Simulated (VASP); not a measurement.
Sc12H (a cell with a defect), 13 atoms in the cell. The cell holds a defect, 13 atoms: a = 6.620 Å, b = 9.930 Å, c = 5.276 Å, α = 90.00°, β = 90.00°, γ = 120.00°. 

* Program: VASP 6.6.1
* Task: single point
* Functional: PBE
* Potentials or basis: VASP PAW PBE potentials, release 64 (Sc_sv, H)
* Cutoff: 520 eV
* k mesh: 3 × 2 × 3
* Occupations: gaussian, width 0.05 eV
* Spin: no spin polarisation
* Dipole correction: no
* Further INCAR settings: ALGO = Normal; EDIFF = 1e-07; NBANDS = 78

Potentials or basis: VASP PAW PBE potentials, release 64 (Sc_sv, H).

Command:

```sh
$ cat potpaw_PBE.64/Sc_sv/POTCAR potpaw_PBE.64/H/POTCAR > POTCAR
$ mpirun -np 1 vasp_std > vasp.out
```

Hardware: 1 thread of Intel Xeon 8259CL, with other jobs on the host.

**Question.** How long does it take, and how much memory?

**Answer.** Run time: 14 min on 1 thread of Intel Xeon 8259CL (shared host), peak memory 0.48 GiB. Counts: scf iterations 21, k points 10.
